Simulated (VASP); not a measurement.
# BN (Fmm2) in VASP: further runs, part 2 of 2

VASP 6.6.1. Earlier steps stand in the parts before.

## 3. Single point, PBEsol

This run uses another cell than the first one, of the same volume but with other edges.

INCAR reads:

```
SYSTEM = BN
PREC = Accurate ; ENCUT = 520
EDIFF = 1E-6 ; ISMEAR = 0
SIGMA = 0.05 ; LREAL = .False.
LASPH = .True. ; NELM = 100
ALGO = Normal ; ISIF = 2
LWAVE = .False. ; LCHARG = .True.
GGA = PS ; LELF = .True.
LVHAR = .True. ; NBANDS = 11
```

KPOINTS reads:

```
regular mesh
0
Gamma
  12 12 12
  0 0 0
```

POSCAR reads:

```
BN
1.0
    0.0000000000      3.3860148788      2.3081916704
    1.2124926958      0.0000000000      2.3081916704
    1.2124926958      3.3860148788      0.0000000000
B N
1 1
Direct
    0.0000486500      0.0000486500      0.9999513500
    0.6666513400      0.6666513400      0.3333486600
```

Potentials or basis: VASP PAW PBE potentials, release 64 (B, N).

Command:

```sh
$ cat potpaw_PBE.64/B/POTCAR potpaw_PBE.64/N/POTCAR > POTCAR
$ mpirun -np 1 vasp_std > vasp.out
```

OUTCAR:

```text
SYSTEM = BN
   PREC = Accurate
   ENCUT = 520
   EDIFF = 1E-6
   ISMEAR = 0
   LREAL = .False.
   LASPH = .True.
   NELM = 100
   ISIF = 2
   GGA = PS

 ion  position               nearest neighbor table
   1  0.000  0.000  1.000-   2 1.44   2 1.44   2 1.54
   2  0.667  0.667  0.333-   1 1.44   1 1.44   1 1.54

  LATTYP: Found a face centered orthorhombic cell.
 ALAT       =     2.4249853916
 B/A-ratio  =     1.9036747012
 C/A-ratio  =     2.7926064137

  Lattice vectors:

 A1 = (   0.0000000000,   3.3860148788,   2.3081916704)
 A2 = (  -1.2124926958,   3.3860148788,   0.0000000000)
 A3 = (  -1.2124926958,   0.0000000000,   2.3081916704)

Analysis of symmetry for initial positions (statically):
=====================================================================
 Subroutine PRICEL returns:
 Original cell was already a primitive cell.

 Routine SETGRP: Setting up the symmetry group for a
 face centered orthorhombic supercell.

 Subroutine GETGRP returns: Found  4 space group operations
 (whereof  4 operations were pure point group operations)
 out of a pool of  8 trial point group operations.

The static configuration has the point symmetry C_2v.

Analysis of symmetry for dynamics (positions and initial velocities):
=====================================================================
 Subroutine PRICEL returns:
 Original cell was already a primitive cell.

 Routine SETGRP: Setting up the symmetry group for a
 face centered orthorhombic supercell.

 Subroutine GETGRP returns: Found  4 space group operations
 (whereof  4 operations were pure point group operations)
 out of a pool of  8 trial point group operations.

The dynamic configuration has the point symmetry C_2v.

 Subroutine INISYM returns: Found  4 space group operations
 (whereof  4 operations are pure point group operations),
 and found     1 'primitive' translations

----------------------------------------------------------------------------------------

                                     Primitive cell
[... 114 lines left out ...]
  Thomas-Fermi vector in A             =   2.362987
   LORBIT       =      0    0 simple, 1 ext, 2 COOP (PROOUT), +10 PAW based schemes
   GGA     = PS    functional components
   LHFCALC =     F    Hartree Fock is set to
   AEXX    =    0.0000 exact exchange contribution
   IVDW    =     0    specifies the selected vdW correction
   LEPSILON=     F    determine dielectric tensor
   LRPA    =     F    only Hartree local field effects (RPA)
 non-spin polarized calculation
 Gauss-broadening in eV      SIGMA  =   0.05
  energy-cutoff  :      520.00
  volume of cell :       18.95
 maximum number of plane-waves:       528
   NGX = 15   NGY =  9   NGZ = 13

 number of electron       8.0000000 magnetization

 Free energy of the ion-electron system (eV)
  ---------------------------------------------------
  ext. energy  EPLUGINS =         0.00000000
  ---------------------------------------------------
  free energy    TOTEN  =       -18.07420747 eV

  energy without entropy =      -18.07420747  energy(sigma->0) =      -18.07420747

 E-fermi :   2.2922     XC(G=0): -10.0836

 val. band max:        2.0725653983   @ k =   0.5000  -0.3333   0.1667
 cond. band min:       5.1751829340   @ k =   0.0000   0.5000   0.5000
 fundamental gap:      3.1026175357
 Fermi energy:         2.2922396904

 k-point     1 :       0.0000    0.0000    0.0000
  band No.  band energies     occupation
      1     -15.6441      2.00000
      2      -2.1424      2.00000
      3       0.2022      2.00000
      4       0.8613      2.00000
      5       6.6591      0.00000
      6      11.4422      0.00000
      7      14.1684      0.00000
      8      14.4307      0.00000
      9      16.6265      0.00000
     10      26.4528      0.00000
     11      29.0594      0.00000
[... 309 lines left out ...]
 k-point    24 :      -0.4167    0.1667   -0.0000
  band No.  band energies     occupation
      1     -12.1413      2.00000
      2      -6.4296      2.00000
      3      -3.7699      2.00000
      4       1.5686      2.00000
      5       6.5468      0.00000
      6      12.1406      0.00000
      7      14.7525      0.00000
      8      16.8426      0.00000
      9      20.6312      0.00000
     10      21.1934      0.00000
     11      24.7744      0.00000

 [... further k-points ...]
[... 5 lines left out ...]
  --------------------------------------------------------------------------------------
  -------------------------------------------------------------------------------------
  Total        2.3673875      0.1045181     -5.2593560      0.0000000      0.0000000      0.0000000
  in kB      200.1290208      8.8355252   -444.6039220      0.0000000      0.0000000      0.0000000
  external PRESSURE =     -78.5464587 kB  Pullay stress =       0.0000000 kB

 VOLUME and BASIS-vectors are now :
 -----------------------------------------------------------------------------
  energy-cutoff  :      520.00
  volume of cell :       18.95
      direct lattice vectors                 reciprocal lattice vectors
     0.000000000  3.386014879  2.308191670    -0.412373618  0.147666215  0.216619792
     1.212492696  0.000000000  2.308191670     0.412373618 -0.147666215  0.216619792
     1.212492696  3.386014879  0.000000000     0.412373618  0.147666215 -0.216619792

 POSITION                                       TOTAL-FORCE (eV/Angst)
 -----------------------------------------------------------------------------------
      1.21249      3.38601      0.00022         0.000000      0.000000     -0.656183
      1.21249      3.38601      3.07752         0.000000      0.000000      0.656183
 -----------------------------------------------------------------------------------
    total drift:                                0.000000     -0.000006      0.000114

  FREE ENERGIE OF THE ION-ELECTRON SYSTEM (eV)
  ---------------------------------------------------
  free  energy   TOTEN  =       -18.0742074742 eV

  energy  without entropy=      -18.0742074742  energy(sigma->0) =      -18.07420747
```

OSZICAR:

```text
N       E                     dE             d eps       ncg     rms          rms(c)
DAV:   1     0.129593866987E+02    0.12959E+02   -0.45851E+03  6216   0.681E+02
DAV:   2    -0.188769684862E+02   -0.31836E+02   -0.30638E+02  7449   0.157E+02
DAV:   3    -0.197025715191E+02   -0.82560E+00   -0.82427E+00  7492   0.234E+01
DAV:   4    -0.197050806617E+02   -0.25091E-02   -0.25091E-02  6712   0.144E+00
DAV:   5    -0.197050909501E+02   -0.10288E-04   -0.10288E-04  7427   0.827E-02    0.760E+00
DAV:   6    -0.182529124898E+02    0.14522E+01   -0.50503E+00  7049   0.121E+01    0.351E+00
DAV:   7    -0.181146618116E+02    0.13825E+00   -0.19892E-01  7168   0.339E+00    0.213E+00
DAV:   8    -0.180738618715E+02    0.40800E-01   -0.10502E-01  7243   0.200E+00    0.231E-01
DAV:   9    -0.180739247520E+02   -0.62880E-04   -0.32627E-03  6724   0.453E-01    0.128E-01
DAV:  10    -0.180741812875E+02   -0.25654E-03   -0.43528E-04  6883   0.156E-01    0.260E-02
DAV:  11    -0.180742023167E+02   -0.21029E-04   -0.25826E-05  7164   0.382E-02    0.206E-02
DAV:  12    -0.180742073252E+02   -0.50084E-05   -0.78907E-06  6772   0.182E-02    0.183E-03
DAV:  13    -0.180742074742E+02   -0.14902E-06   -0.42029E-07  6834   0.535E-03
   1 F= -.18074207E+02 E0= -.18074207E+02  d E =-.136018E-12
```

Wall time 95 s (1 thread of Intel Xeon 8259CL, shared host); peak memory 0.18 GiB.

Results:

```yaml
Free_energy: -18.0742 eV
Pressure: -7.9 GPa
Largest_force: 0.656 eV/Å
Band_gap_on_the_k_mesh: 3.10 eV (least direct gap 4.52 eV)
```

Forces on the atoms (eV/Å):
```
B    0.000  0.000 -0.656
N    0.000  0.000  0.656
```

Caveat: the cell stands under tension; the PAW data sets were made with another functional, which shifts forces and pressure a little. A k mesh can miss the band edges.

## 4. Single point, PBEsol

INCAR reads:

```
SYSTEM = BN
PREC     = Accurate       ! precision mode
ENCUT    = 520            ! plane-wave cutoff, eV
EDIFF    = 1E-6           ! SCF threshold, eV
ISMEAR   = 0              ! smearing method
SIGMA    = 0.05           ! smearing width, eV
LREAL    = .False.        ! projectors in reciprocal space
LASPH    = .True.         ! aspherical terms in the spheres
NELM     = 100            ! most SCF steps
ALGO     = Normal         ! electronic algorithm
ISIF     = 2              ! what is computed and relaxed
LWAVE    = .False.        ! write WAVECAR
LCHARG   = .False.        ! write CHGCAR
GGA      = PS             ! functional
NBANDS   = 11             ! bands
```

KPOINTS reads:

```
Automatic mesh
0
Gamma
  12 12 12
  0 0 0
```

POSCAR reads:

```
BN
1.0
    0.0000000000      3.5432028194      2.1079367140
    1.2687798761      0.0000000000      2.1079367140
    1.2687798761      3.5432028194      0.0000000000
B N
1 1
Direct
    0.0000486500      0.0000486500      0.9999513500
    0.6666513400      0.6666513400      0.3333486600
```

Command:

```sh
$ cat potpaw_PBE.64/B/POTCAR potpaw_PBE.64/N/POTCAR > POTCAR
$ mpirun -np 1 vasp_std > vasp.out
```

Wall time 68 s (1 thread of Intel Xeon 8259CL, shared host); peak memory 0.18 GiB.

The run converged. Its results:

```
Free energy            : -18.2392 eV
Pressure               : 5.9 GPa
Largest force          : 0.672 eV/Å
Band gap on the k mesh : 3.99 eV (least direct gap 4.54 eV)
```

Forces on the atoms (eV/Å):
```
B    0.000  0.000  0.672
N    0.000  0.000 -0.672
```

Stress tensor (GPa, compression positive):
```
-6.03  0.00  0.00
 0.00 -0.16  0.00
 0.00  0.00 23.99
```

Levels at points of the mesh, in eV from the valence-band top:
```csv
k point,band 1,band 2,band 3,band 4,band 5,band 6,band 7,band 8
"(0.00, 0.00, 0.00)",-17.90,-4.65,-1.40,-1.25,4.64,11.29,11.95,13.15
"(0.50, 0.00, 0.00)",-14.72,-9.10,-3.98,-1.13,4.59,10.38,13.16,15.36
"(0.50, 0.50, 0.00)",-14.49,-9.00,-4.60,-0.31,5.75,8.94,12.34,13.76
"(0.50, 0.00, 0.50)",-17.72,-6.20,-1.42,-1.24,9.36,11.19,11.29,12.99
"(0.00, 0.50, 0.50)",-14.40,-8.84,-4.63,-1.15,3.99,9.25,14.26,18.91
```

Caveat: the cell stands under pressure; the PAW data sets were made with another functional, which shifts forces and pressure a little. A k mesh can miss the band edges.

## 5. Single point, PBEsol

This run uses another cell than the first one, of the same volume but with other edges.

INCAR reads:

```
SYSTEM = BN
PREC = Accurate
ENCUT = 520
EDIFF = 1E-6
ISMEAR = 0
SIGMA = 0.05
LREAL = .FALSE.
LASPH = .TRUE.
NELM = 100
ALGO = Normal
ISIF = 2
LWAVE = .FALSE.
LCHARG = .FALSE.
GGA = PS
NBANDS = 11
```

KPOINTS reads:

```
Automatic mesh
0
G
  12 12 12
  0 0 0
```

POSCAR reads:

```
BN
1.0
    0.0000000000      3.4389299082      2.2377055828
    1.2314409547      0.0000000000      2.2377055828
    1.2314409547      3.4389299082      0.0000000000
B N
1 1
Direct
    0.0000486500      0.0000486500      0.9999513500
    0.6666513400      0.6666513400      0.3333486600
```

Command:

```sh
$ cat potpaw_PBE.64/B/POTCAR potpaw_PBE.64/N/POTCAR > POTCAR
$ mpirun -np 1 vasp_std > vasp.out
```

Wall time 89 s (1 thread of Intel Xeon 8259CL, shared host); peak memory 0.19 GiB.

Results (log left out):

```yaml
Free_energy: -18.2283 eV
Pressure: -4.1 GPa
Largest_force: 0.472 eV/Å
Band_gap_on_the_k_mesh: 3.41 eV (least direct gap 4.49 eV)
```

Forces in eV/Å, atoms in the order of the input:
```
B    0.000  0.000 -0.472
N    0.000  0.000  0.472
```

Stress tensor (GPa, compression positive):
```
 10.55   0.00   0.00
  0.00   0.44   0.00
  0.00   0.00 -23.33
```

Levels at points of the mesh, in eV from the valence-band top:
```
           k point  band 1  band 2  band 3  band 4  band 5  band 6  band 7  band 8
(0.00, 0.00, 0.00)  -17.77   -4.36   -1.63   -1.33    4.66   10.44   11.81   12.65
(0.50, 0.00, 0.00)  -14.50   -8.91   -4.45   -0.92    4.47    9.00   13.08   15.51
(0.50, 0.50, 0.00)  -14.88   -9.19   -3.74   -0.78    5.68    9.63   11.67   13.44
(0.50, 0.00, 0.50)  -17.54   -6.20   -1.61   -1.36    9.47   10.18   11.69   12.13
(0.00, 0.50, 0.50)  -14.75   -8.96   -3.79   -1.88    3.41   10.53   14.37   17.60
```

Caveat: the cell stands under tension; the PAW data sets were made with another functional, which shifts forces and pressure a little. A k mesh can miss the band edges.

## 6. Overview

```tsv
cell	gap on the mesh (eV)	pressure (GPa)	largest force (eV/Å)
a = 4.137, b = 2.420, c = 3.817 Å, angles 79.7, 35.1, 65.2°, 2 atoms	4.13	12.2	1.65
a = 4.098, b = 2.607, c = 3.597 Å, angles 81.0, 38.9, 60.1°, 2 atoms	3.10	-7.9	0.66
a = 4.123, b = 2.460, c = 3.764 Å, angles 80.0, 36.0, 64.0°, 2 atoms	3.99	5.9	0.67
a = 4.103, b = 2.554, c = 3.653 Å, angles 80.6, 37.9, 61.5°, 2 atoms	3.41	-4.1	0.47
```

Alike in all rows: task single point; level PBEsol; potentials or basis VASP PAW PBE potentials, release 64 (B, N); no spin polarisation; k mesh 12 × 12 × 12; cutoff (eV) 520; smearing gaussian 0.05 eV.

Caveats: the PAW data sets were made with another functional, which shifts forces and pressure a little; the cell stands under pressure (at least some runs); the cell stands under tension (at least some runs).

Total energies depend on the potentials used, so only differences within one code and one set of settings carry meaning.
